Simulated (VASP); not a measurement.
# Co (Fm-3m) in VASP: a series of runs

Runs on Co. Level: r2SCAN. Tasks: single point.

Everything below comes from runs of VASP 6.6.1. Logs are shortened: lines on timing, memory, paths and dates and some standing lists are left out, and cuts for length are marked.

### Step 1. The cell of the first run

Symmetry: Fm-3m, No. 225, cubic system. Conventional cell: a = 3.515 Å, b = 3.515 Å, c = 3.515 Å, α = 90.00°, β = 90.00°, γ = 90.00°. Within 3.3 Å of Co (site symmetry m-3m) lie 12 Co at 2.49 Å.

This isn't the form of Co at room conditions, which is hcp.

### Step 2. Single point, r2SCAN, collinear spin, ferromagnetic start (10.85 Å³/atom)

The input, POSCAR:

```
Co
1.0
    0.0000000000      1.7573623336      1.7573623336
    1.7573623336      0.0000000000      1.7573623336
    1.7573623336      1.7573623336      0.0000000000
Co
1
Direct
    0.0000000000      0.0000000000      0.0000000000
```

The input, INCAR.step1:

```
  PREC = Accurate
  ENCUT = 520
  ISMEAR = -1
  SIGMA = 0.05
  LREAL = False
  LASPH = True
  NELM = 150
  ISPIN = 2
  MAGMOM = 1.954
  LMAXMIX = 4
  NBANDS = 14
  GGA = PE
  ALGO = Normal
  EDIFF = 1E-4
  LWAVE = True
  LCHARG = False
```

The input, INCAR.step2:

```
  PREC = Accurate
  ENCUT = 520
  EDIFF = 1E-6
  ISMEAR = -1
  SIGMA = 0.05
  LREAL = False
  LASPH = True
  NELM = 150
  ALGO = Normal
  ISIF = 2
  LWAVE = False
  LCHARG = False
  ISPIN = 2
  MAGMOM = 1.954
  LORBIT = 11
  LMAXMIX = 4
  METAGGA = R2SCAN
  LMIXTAU = True
  NBANDS = 14
  ISTART = 1
```

The input, KPOINTS:

```
Automatic mesh
0
Gamma
  17 17 17
```

Potentials or basis: VASP PAW PBE potentials, release 64 (Co).

Started as:

```bash
> cat potpaw_PBE.64/Co/POTCAR > POTCAR
> cp INCAR.step1 INCAR
> mpirun -np 1 vasp_std > vasp.out
> cp INCAR.step2 INCAR
> mpirun -np 1 vasp_std > vasp.out
```

OUTCAR:

```text
PREC = Accurate
   ENCUT = 520
   EDIFF = 1E-6
   ISMEAR = -1
   LREAL = False
   LASPH = True
   NELM = 150
   ISIF = 2
   ISPIN = 2
   LORBIT = 11
   METAGGA = R2SCAN
   ISTART = 1

 ion  position               nearest neighbor table
   1  0.000  0.000  0.000-

  LATTYP: Found a face centered cubic cell.
 ALAT       =     3.5147246672

  Lattice vectors:

 A1 = (   0.0000000000,   1.7573623336,   1.7573623336)
 A2 = (   1.7573623336,   0.0000000000,   1.7573623336)
 A3 = (   1.7573623336,   1.7573623336,   0.0000000000)

Analysis of symmetry for initial positions (statically):
=====================================================================
 Subroutine PRICEL returns:
 Original cell was already a primitive cell.

 Routine SETGRP: Setting up the symmetry group for a
 face centered cubic supercell.

 Subroutine GETGRP returns: Found 48 space group operations
 (whereof 48 operations were pure point group operations)
 out of a pool of 48 trial point group operations.

The static configuration has the point symmetry O_h .

Analysis of symmetry for dynamics (positions and initial velocities):
=====================================================================
 Subroutine PRICEL returns:
 Original cell was already a primitive cell.

 Routine SETGRP: Setting up the symmetry group for a
 face centered cubic supercell.

 Subroutine GETGRP returns: Found 48 space group operations
 (whereof 48 operations were pure point group operations)
 out of a pool of 48 trial point group operations.

The dynamic configuration has the point symmetry O_h .

Analysis of structural, dynamic, and magnetic symmetry:
=====================================================================
 Subroutine PRICEL returns:
 Original cell was already a primitive cell.

 Routine SETGRP: Setting up the symmetry group for a
 face centered cubic supercell.

 Subroutine GETGRP returns: Found 48 space group operations
 (whereof 48 operations were pure point group operations)
 out of a pool of 48 trial point group operations.

The overall configuration has the point symmetry O_h .

 Subroutine INISYM returns: Found 48 space group operations
 (whereof 48 operations are pure point group operations),
 and found     1 'primitive' translations

----------------------------------------------------------------------------------------

                                     Primitive cell

  volume of cell :      10.8546

  direct lattice vectors                    reciprocal lattice vectors
     0.000000000  1.757362334  1.757362334    -0.284517308  0.284517308  0.284517308
     1.757362334  0.000000000  1.757362334     0.284517308 -0.284517308  0.284517308
     1.757362334  1.757362334  0.000000000     0.284517308  0.284517308 -0.284517308

  length of vectors
     2.485285646  2.485285646  2.485285646     0.492798433  0.492798433  0.492798433

[... 122 lines left out ...]

  energy without entropy =      -13.23246439  energy(sigma->0) =      -13.23514569

 E-fermi :  10.6024     XC(G=0): -14.6628

 val. band max:       10.5491013080   @ k =   0.3529   0.3529   0.0000
 cond. band min:      10.6182340975   @ k =  -0.3529   0.2941   0.1176
 fundamental gap:      0.0691327895
 Fermi energy:        10.6023854698

 spin component 1

 k-point     1 :       0.0000    0.0000    0.0000
  band No.  band energies     occupation
      1       0.9038      1.00000
      2       7.0582      1.00000
      3       7.0583      1.00000
      4       7.0583      1.00000
      5       7.7211      1.00000
      6       7.7211      1.00000
      7      34.1500      0.00000
      8      38.6219      0.00000
      9      38.6219      0.00000
     10      38.6225      0.00000
     11      41.5732      0.00000
     12      41.5732      0.00000
     13      41.5732      0.00000
     14      41.6092      0.00000
[... 379 lines left out ...]
      3       7.1995      1.00000
      4       7.2264      1.00000
      5       7.5860      1.00000
      6       7.8263      1.00000
      7      31.1017      0.00000
      8      33.7823      0.00000
      9      37.1794      0.00000
     10      39.2110      0.00000
     11      41.3554      0.00000
     12      41.6962      0.00000
     13      42.1813      0.00000
     14      45.8523      0.00000

 [... further k-points ...]

 spin component 2

 k-point     1 :       0.0000    0.0000    0.0000
  band No.  band energies     occupation
      1       0.4669      1.00000
      2       9.0957      1.00000
      3       9.0959      1.00000
      4       9.0959      1.00000
      5      11.4979      0.00000
      6      11.4979      0.00000
      7      34.0033      0.00000
      8      39.6533      0.00000
      9      39.6533      0.00000
     10      39.6534      0.00000
     11      42.2925      0.00000
     12      42.2925      0.00000
     13      42.2926      0.00000
     14      44.4622      0.00000
[... 379 lines left out ...]
      3       9.3129      1.00000
      4       9.3314      1.00000
      5      11.2827      0.00000
      6      11.5119      0.00000
      7      31.5166      0.00000
      8      34.2597      0.00000
      9      37.8498      0.00000
     10      40.1853      0.00000
     11      41.6790      0.00000
     12      42.9179      0.00000
     13      46.5235      0.00000
     14      47.5337      0.00000

 [... further k-points ...]

------------------------ aborting loop because EDIFF is reached ----------------------------------------

  FORCE on cell =-STRESS in cart. coord.  units (eV):
  Direction    XX          YY          ZZ          XY          YZ          ZX
  --------------------------------------------------------------------------------------
  -------------------------------------------------------------------------------------
  Total        0.0033173      0.0033173      0.0033173     -0.0000000     -0.0000000      0.0000000
  in kB        0.4896443      0.4896443      0.4896443     -0.0000000     -0.0000000      0.0000000
  external PRESSURE =       0.4896443 kB  Pullay stress =       0.0000000 kB

 VOLUME and BASIS-vectors are now :
 -----------------------------------------------------------------------------
  energy-cutoff  :      520.00
  volume of cell :       10.85
      direct lattice vectors                 reciprocal lattice vectors
     0.000000000  1.757362334  1.757362334    -0.284517308  0.284517308  0.284517308
     1.757362334  0.000000000  1.757362334     0.284517308 -0.284517308  0.284517308
     1.757362334  1.757362334  0.000000000     0.284517308  0.284517308 -0.284517308

 POSITION                                       TOTAL-FORCE (eV/Angst)
 -----------------------------------------------------------------------------------
      0.00000      0.00000      0.00000         0.000000      0.000000      0.000000
 -----------------------------------------------------------------------------------
    total drift:                                0.000000     -0.000000      0.000000

  FREE ENERGIE OF THE ION-ELECTRON SYSTEM (eV)
  ---------------------------------------------------
  free  energy   TOTEN  =       -13.2378269924 eV

  energy  without entropy=      -13.2324643884  energy(sigma->0) =      -13.23514569

 total charge

# of ion       s       p       d       tot
------------------------------------------
    1        0.513   0.569   7.210   8.292

 magnetization (x)

# of ion       s       p       d       tot
------------------------------------------
    1        0.000  -0.057   1.962   1.905
```

OUTCAR.step1:

```text
PREC = Accurate
   ENCUT = 520
   ISMEAR = -1
   LREAL = False
   LASPH = True
   NELM = 150
[... 1051 lines left out ...]
 POSITION                                       TOTAL-FORCE (eV/Angst)
 -----------------------------------------------------------------------------------
      0.00000      0.00000      0.00000         0.000000     -0.000000      0.000000
 -----------------------------------------------------------------------------------
    total drift:                                0.000000     -0.000000      0.000000

  FREE ENERGIE OF THE ION-ELECTRON SYSTEM (eV)
  ---------------------------------------------------
  free  energy   TOTEN  =        -7.0241386433 eV

  energy  without entropy=       -7.0148477969  energy(sigma->0) =       -7.01949322
```

It took 5.4 min on 1 thread of AMD EPYC 7R13, shared host; peak memory 0.13 GiB.

What came out:

| Item | Value |
| --- | --- |
| Free energy | -13.2378 eV |
| Pressure | 0.0 GPa |
| Net moment | 1.85 μB per cell |
| Site moments | Co +1.91 μB |
| Valence electrons inside the program's atomic spheres | Co 8.29 |

Levels at points of the mesh, in eV from the Fermi level:
Spin up:
| k point | band 2 | band 3 | band 4 | band 5 | band 6 | band 7 | band 8 | band 9 |
| --- | --- | --- | --- | --- | --- | --- | --- | --- |
| (0.00, 0.00, 0.00) | -3.54 | -3.54 | -3.54 | -2.88 | -2.88 | 23.55 | 28.02 | 28.02 |
Spin down:
| k point | band 1 | band 2 | band 3 | band 4 | band 5 | band 6 | band 7 | band 8 |
| --- | --- | --- | --- | --- | --- | --- | --- | --- |
| (0.00, 0.00, 0.00) | -10.14 | -1.51 | -1.51 | -1.51 | 0.90 | 0.90 | 23.40 | 29.05 |

Caveat: the PAW data sets were made with another functional, which shifts forces and pressure a little.

### Step 3. Single point, r2SCAN, collinear spin, ferromagnetic start (11.29 Å³/atom)

This run uses another cell than the first one, of 11.29 Å³/atom.

The input, POSCAR:

```
Co
1.0
    0.0000000000      1.7804881742      1.7804881742
    1.7804881742      0.0000000000      1.7804881742
    1.7804881742      1.7804881742      0.0000000000
Co
1
Direct
    0.0000000000      0.0000000000      0.0000000000
```

The input, INCAR.step1:

```
SYSTEM = Co
PREC = Accurate
ENCUT = 520
ISMEAR = -1
SIGMA = 0.05
LREAL = .FALSE.
LASPH = .TRUE.
NELM = 150
ISPIN = 2
MAGMOM = 1.954
LMAXMIX = 4
NBANDS = 14
GGA = PE
ALGO = Normal
EDIFF = 1E-4
LWAVE = .TRUE.
LCHARG = .FALSE.
```

The input, INCAR.step2:

```
SYSTEM = Co
PREC = Accurate
ENCUT = 520
EDIFF = 1E-6
ISMEAR = -1
SIGMA = 0.05
LREAL = .FALSE.
LASPH = .TRUE.
NELM = 150
ALGO = Normal
ISIF = 2
LWAVE = .FALSE.
LCHARG = .FALSE.
ISPIN = 2
MAGMOM = 1.954
LORBIT = 11
LMAXMIX = 4
METAGGA = R2SCAN
LMIXTAU = .TRUE.
NBANDS = 14
ISTART = 1
```

The input, KPOINTS:

```
Automatic mesh
0
G
  17 17 17
  0 0 0
```

Potentials or basis: VASP PAW PBE potentials, release 64 (Co).

Started as:

```bash
> cat potpaw_PBE.64/Co/POTCAR > POTCAR
> cp INCAR.step1 INCAR
> mpirun -np 1 vasp_std > vasp.out
> cp INCAR.step2 INCAR
> mpirun -np 1 vasp_std > vasp.out
```

It took 5.8 min on 1 thread of AMD EPYC 7R13, shared host; peak memory 0.14 GiB.

Results (log left out):

```yaml
Free_energy: -13.2275 eV
Pressure: -7.5 GPa
Net_moment: 1.87 μB per cell
Site_moments: Co +1.93 μB
Valence_electrons_inside_the_program's_atomic_spheres: Co 8.22
```

Levels at points of the mesh, in eV from the Fermi level:
Spin up:
```
           k point  band 3  band 4  band 5  band 6  band 7  band 8  band 9  band 10
(0.00, 0.00, 0.00)   -3.46   -3.46   -2.90   -2.90   23.22   27.39   27.39    27.39
```
Spin down:
```
           k point  band 2  band 3  band 4  band 5  band 6  band 7
(0.00, 0.00, 0.00)   -1.43   -1.43   -1.43    0.96    0.96   23.07
```

Caveat: the cell stands under tension; the PAW data sets were made with another functional, which shifts forces and pressure a little.

### Step 4. Single point, r2SCAN, collinear spin, ferromagnetic start (11.72 Å³/atom)

This run uses another cell than the first one, of 11.72 Å³/atom.

The input, POSCAR:

```
Co
1.0
    0.0000000000      1.8030283920      1.8030283920
    1.8030283920      0.0000000000      1.8030283920
    1.8030283920      1.8030283920      0.0000000000
Co
1
Direct
    0.0000000000      0.0000000000      0.0000000000
```

The input, INCAR.step1:

```
  PREC = Accurate
  ENCUT = 520
  ISMEAR = -1
  SIGMA = 0.05
  LREAL = F
  LASPH = T
  NELM = 150
  ISPIN = 2
  MAGMOM = 1.954
  LMAXMIX = 4
  NBANDS = 14
  GGA = PE
  ALGO = Normal
  EDIFF = 1E-4
  LWAVE = T
  LCHARG = F
```

The input, INCAR.step2:

```
  PREC = Accurate
  ENCUT = 520
  EDIFF = 1E-6
  ISMEAR = -1
  SIGMA = 0.05
  LREAL = F
  LASPH = T
  NELM = 150
  ALGO = Normal
  ISIF = 2
  LWAVE = F
  LCHARG = T
  ISPIN = 2
  MAGMOM = 1.954
  LORBIT = 11
  LMAXMIX = 4
  METAGGA = R2SCAN
  LMIXTAU = T
  LELF = T
  LVHAR = T
  NBANDS = 14
  ISTART = 1
```

The input, KPOINTS:

```
Automatic mesh
0
Gamma
  17 17 17
```

Potentials or basis: VASP PAW PBE potentials, release 64 (Co).

Started as:

```bash
> cat potpaw_PBE.64/Co/POTCAR > POTCAR
> cp INCAR.step1 INCAR
> mpirun -np 1 vasp_std > vasp.out
> cp INCAR.step2 INCAR
> mpirun -np 1 vasp_std > vasp.out
```

OUTCAR:

```text
PREC = Accurate
   ENCUT = 520
   EDIFF = 1E-6
   ISMEAR = -1
   LREAL = F
   LASPH = T
   NELM = 150
   ISIF = 2
   ISPIN = 2
   LORBIT = 11
   METAGGA = R2SCAN
   ISTART = 1

 ion  position               nearest neighbor table
   1  0.000  0.000  0.000-

  LATTYP: Found a face centered cubic cell.
 ALAT       =     3.6060567840

  Lattice vectors:

 A1 = (   0.0000000000,   1.8030283920,   1.8030283920)
 A2 = (   1.8030283920,   0.0000000000,   1.8030283920)
 A3 = (   1.8030283920,   1.8030283920,   0.0000000000)

Analysis of symmetry for initial positions (statically):
[... 1020 lines left out ...]
  -------------------------------------------------------------------------------------
  Total       -0.9888370     -0.9888370     -0.9888370     -0.0000000     -0.0000000     -0.0000000
  in kB     -135.1442610   -135.1442610   -135.1442610     -0.0000000     -0.0000000     -0.0000000
  external PRESSURE =    -135.1442610 kB  Pullay stress =       0.0000000 kB

 VOLUME and BASIS-vectors are now :
 -----------------------------------------------------------------------------
  energy-cutoff  :      520.00
  volume of cell :       11.72
      direct lattice vectors                 reciprocal lattice vectors
     0.000000000  1.803028392  1.803028392    -0.277311218  0.277311218  0.277311218
     1.803028392  0.000000000  1.803028392     0.277311218 -0.277311218  0.277311218
     1.803028392  1.803028392  0.000000000     0.277311218  0.277311218 -0.277311218

 POSITION                                       TOTAL-FORCE (eV/Angst)
 -----------------------------------------------------------------------------------
      0.00000      0.00000      0.00000         0.000000      0.000000      0.000000
 -----------------------------------------------------------------------------------
    total drift:                               -0.000000     -0.000000     -0.000000

  FREE ENERGIE OF THE ION-ELECTRON SYSTEM (eV)
  ---------------------------------------------------
  free  energy   TOTEN  =       -13.1988567131 eV

  energy  without entropy=      -13.1939971873  energy(sigma->0) =      -13.19642695

 total charge

# of ion       s       p       d       tot
------------------------------------------
    1        0.481   0.503   7.165   8.149

 magnetization (x)

# of ion       s       p       d       tot
------------------------------------------
    1        0.001  -0.056   2.005   1.951
```

OUTCAR.step1:

```text
PREC = Accurate
   ENCUT = 520
   ISMEAR = -1
   LREAL = F
   LASPH = T
   NELM = 150
[... 1050 lines left out ...]

 POSITION                                       TOTAL-FORCE (eV/Angst)
 -----------------------------------------------------------------------------------
      0.00000      0.00000      0.00000        -0.000000      0.000000     -0.000000
 -----------------------------------------------------------------------------------
    total drift:                               -0.000000     -0.000000     -0.000000

  FREE ENERGIE OF THE ION-ELECTRON SYSTEM (eV)
  ---------------------------------------------------
  free  energy   TOTEN  =        -6.9875010402 eV

  energy  without entropy=       -6.9772790992  energy(sigma->0) =       -6.98239007
```

Run time: 6 min. Hardware: 1 thread of AMD EPYC 7R13, shared host; peak memory 0.14 GiB.

What came out:

- Free energy: -13.1989 eV
- Pressure: -13.5 GPa
- Net moment: 1.88 μB per cell
- Site moments: Co +1.95 μB
- Valence electrons inside the program's atomic spheres: Co 8.15

Caveat: the cell stands under tension; the PAW data sets were made with another functional, which shifts forces and pressure a little.

### Step 5. Single point, r2SCAN, collinear spin, ferromagnetic start (12.16 Å³/atom)

This run uses another cell than the first one, of 12.16 Å³/atom.

The input, POSCAR:

```
Co
1.0
    0.0000000000      1.8250187104      1.8250187104
    1.8250187104      0.0000000000      1.8250187104
    1.8250187104      1.8250187104      0.0000000000
Co
1
Direct
    0.0000000000      0.0000000000      0.0000000000
```

The input, INCAR.step1:

```
  PREC = Accurate
  ENCUT = 520
  ISMEAR = -1
  SIGMA = 0.05
  LREAL = False
  LASPH = True
  NELM = 150
  ISPIN = 2
  MAGMOM = 1.954
  LMAXMIX = 4
  NBANDS = 14
  GGA = PE
  ALGO = Normal
  EDIFF = 1E-4
  LWAVE = True
  LCHARG = False
```

The input, INCAR.step2:

```
  PREC = Accurate
  ENCUT = 520
  EDIFF = 1E-6
  ISMEAR = -1
  SIGMA = 0.05
  LREAL = False
  LASPH = True
  NELM = 150
  ALGO = Normal
  ISIF = 2
  LWAVE = False
  LCHARG = True
  ISPIN = 2
  MAGMOM = 1.954
  LORBIT = 11
  LMAXMIX = 4
  METAGGA = R2SCAN
  LMIXTAU = True
  LELF = True
  LVHAR = True
  NBANDS = 14
  ISTART = 1
```

KPOINTS is that of step 4.

Started as:

```bash
> cat potpaw_PBE.64/Co/POTCAR > POTCAR
> cp INCAR.step1 INCAR
> mpirun -np 1 vasp_std > vasp.out
> cp INCAR.step2 INCAR
> mpirun -np 1 vasp_std > vasp.out
```

Run time: 5.5 min. Hardware: 1 thread of AMD EPYC 7R13, shared host; peak memory 0.14 GiB.

It converged, with:

| Property | Result |
| --- | --- |
| Free energy | -13.1556 eV |
| Pressure | -18.3 GPa |
| Net moment | 1.89 μB per cell |
| Site moments | Co +1.97 μB |
| Valence electrons inside the program's atomic spheres | Co 8.09 |

Levels at points of the mesh, in eV from the Fermi level:
Spin up:
```
           k point  band 2  band 3  band 4  band 5  band 6  band 7  band 8  band 9  band 10  band 11
(0.00, 0.00, 0.00)   -3.30   -3.30   -3.30   -2.91   -2.91   22.61   26.22   26.22    26.22    28.76
```
Spin down:
```csv
k point,band 1,band 2,band 3,band 4,band 5,band 6,band 7,band 8,band 9
"(0.00, 0.00, 0.00)",-9.41,-1.29,-1.29,-1.29,1.07,1.07,22.46,27.30,27.30
```

Caveat: the cell stands under tension; the PAW data sets were made with another functional, which shifts forces and pressure a little.

### Step 6. The runs side by side

| cell | gap on the mesh (eV) | pressure (GPa) | moment (μB) |
| --- | --- | --- | --- |
| a = 2.485 Å, angles 60.0°, 1 atom | none | 0.0 | 1.85 |
| a = 2.518 Å, angles 60.0°, 1 atom | none | -7.5 | 1.87 |
| a = 2.550 Å, angles 60.0°, 1 atom | none | -13.5 | 1.88 |
| a = 2.581 Å, angles 60.0°, 1 atom | none | -18.3 | 1.89 |

Alike in all rows: task single point; level r2SCAN; potentials or basis VASP PAW PBE potentials, release 64 (Co); spin collinear, ferromagnetic start; k mesh 17 × 17 × 17; cutoff (eV) 520; smearing fermi-dirac 0.05 eV.

Caveats: the PAW data sets were made with another functional, which shifts forces and pressure a little; the cell stands under tension (at least some runs).

Absolute energies hang on the potentials; compare differences alone.
